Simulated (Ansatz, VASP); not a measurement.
Two plane-wave programs on ZnO

INCAR

```
  ALGO = Normal
  EDIFF = 1E-6
  ENCUT = 910
  GGA = PE
  GGA_COMPAT = False
  ISIF = 2
  ISMEAR = 0
  LASPH = True
  LCHARG = False
  LREAL = False
  LWAVE = False
  NBANDS = 26
  NELM = 120
  PREC = Accurate
  SIGMA = 0.02
```

File KPOINTS:

```
k-points
0
Gamma
  12 12 6
```

File POSCAR:

```
ZnO
1.0
    3.2550856429      0.0000000000      0.0000000000
   -1.6275428214      2.8189868583      0.0000000000
    0.0000000000      0.0000000000      5.2540042660
Zn O
2 2
Direct
    0.6666666667      0.3333333333      0.5006231443
    0.3333333333      0.6666666667      0.0006231443
    0.6666666667      0.3333333333      0.8796868557
    0.3333333333      0.6666666667      0.3796868557
```

Input for Ansatz:

```yaml
crystal:
  lattice:
    - [3.2550856429, 0.0, 0.0]
    - [-1.6275428214, 2.8189868583, 0.0]
    - [0.0, 0.0, 5.254004266]
  atoms:
    - { symbol: Zn, position: [0.6666666667, 0.3333333333, 0.5006231443] }
    - { symbol: Zn, position: [0.3333333333, 0.6666666667, 0.0006231443] }
    - { symbol: O, position: [0.6666666667, 0.3333333333, 0.8796868557] }
    - { symbol: O, position: [0.3333333333, 0.6666666667, 0.3796868557] }
basis:
  ecutwfc: 420
kpoints:
  mp_grid: { grid: [12, 12, 6] }
  band_path: { path: [VBM, CBM], npoints: 2 }
hamiltonian:
  xc: pbe
scf:
  occupations: { method: gaussian, width: 0.02 }
output:
  forces: true
  stress: true
  eigenvalues: true
checkpoint:
  read: start.run
  write: ck
  compress: false
  write_wavefunctions: false
  write_every: 100000
```

Alike in both runs: task single point; functional PBE; k mesh 12 × 12 × 6; occupations gaussian, width 0.02 eV; no spin polarisation.

|  | VASP | Ansatz |
| --- | --- | --- |
| version | VASP 6.6.1 | Ansatz 0.2.0 |
| potentials or method | VASP PAW PBE potentials, release 64 (Zn, O_h), cutoff 910 eV | scalar-relativistic, plane waves, PAW |
| valence electrons in the cell | 36 | 36 |

VASP gave:

```
gap on the k mesh at the Fermi level (eV) : 0.76
least direct gap on the mesh (eV)         : 0.76
```

**Question.** Estimate Ansatz's values.

**Answer.** gap on the k mesh at the Fermi level (eV): 0.78; least direct gap on the mesh (eV): 0.78.

Noted on VASP's run: the cutoff is short for stress, so the pressure is rough.
